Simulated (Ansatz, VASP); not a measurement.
# Ge8N: VASP beside Ansatz

The input INCAR:

```
SYSTEM = Ge8N
PREC = Accurate
ENCUT = 520
EDIFF = 1E-6
ISMEAR = 0
SIGMA = 0.15
LREAL = .False.
LASPH = .True.
NELM = 60
ALGO = Fast
ISIF = 2
LWAVE = .False.
LCHARG = .True.
GGA = PE
LELF = .True.
LVHAR = .True.
NBANDS = 68
```

The input KPOINTS:

```
Automatic mesh
0
Gamma
  6 6 6
  0 0 0
```

The input POSCAR:

```
Ge8N
1.0
    5.7615827908      0.0000000000      0.0000000000
    0.0000000000     -5.7615827908      0.0000000000
    0.0000000000      0.0000000000     -5.7615827908
Ge N
8 1
Direct
    0.5000000000      0.0000000000      0.0000000000
    0.0000000000      0.5000000000      0.0000000000
    0.0000000000      0.0000000000      0.5000000000
    0.5000000000      0.5000000000      0.5000000000
    0.7500000000      0.7500000000      0.7500000000
    0.2500000000      0.2500000000      0.7500000000
    0.2500000000      0.7500000000      0.2500000000
    0.7500000000      0.2500000000      0.2500000000
    1.0833333333      0.5416666667      0.7083333333
```

Input for Ansatz:

```yaml
crystal:
  lattice:
    - [5.7615827908, 0.0, 0.0]
    - [0.0, -5.7615827908, 0.0]
    - [0.0, 0.0, -5.7615827908]
  atoms:
    - { symbol: Ge, position: [0.5, 0.0, 0.0] }
    - { symbol: Ge, position: [0.0, 0.5, 0.0] }
    - { symbol: Ge, position: [0.0, 0.0, 0.5] }
    - { symbol: Ge, position: [0.5, 0.5, 0.5] }
    - { symbol: Ge, position: [0.75, 0.75, 0.75] }
    - { symbol: Ge, position: [0.25, 0.25, 0.75] }
    - { symbol: Ge, position: [0.25, 0.75, 0.25] }
    - { symbol: Ge, position: [0.75, 0.25, 0.25] }
    - { symbol: "N", position: [1.0833333333, 0.5416666667, 0.7083333333] }
basis:
  ecutwfc: 420
kpoints:
  mp_grid: { grid: [6, 6, 6] }
hamiltonian:
  xc: pbe
  pseudopotentials: { kind: paw, azcp: { folder: soft_1 } }
scf:
  occupations: { method: gaussian, width: 0.15 }
output:
  forces: true
  stress: true
  eigenvalues: true
  write_density: true
  write_potential: true
  elf: true
  volumetric_format: npy
```

Alike in both runs: task single point; functional PBE; k mesh 6 × 6 × 6; occupations gaussian, width 0.15 eV; no spin polarisation.

|  | VASP | Ansatz |
| --- | --- | --- |
| version | VASP 6.6.1 | Ansatz 0.2.0 |
| potentials or method | VASP PAW PBE potentials, release 64 (Ge_d, N), cutoff 520 eV | scalar-relativistic, plane waves, PAW |
| valence electrons in the cell | 117 | 117 |

Ansatz gave:

```
gap on the k mesh at the Fermi level (eV)                     : none
pressure (GPa)                                                : 4.8
traceless stress, the component that is largest in VASP (GPa) : 2.09
rms of the force components (eV/Å)                            : 0.923
```

What did VASP give for the same quantities?

gap on the k mesh at the Fermi level (eV): none; pressure (GPa): 4.7; traceless stress, the component that is largest in VASP (GPa): 2.02; rms of the force components (eV/Å): 0.909.

Atom by atom the forces differ by 0.019 eV/Å (rms over components). A gap of «none» marks a metal or a gap that the smearing closes.
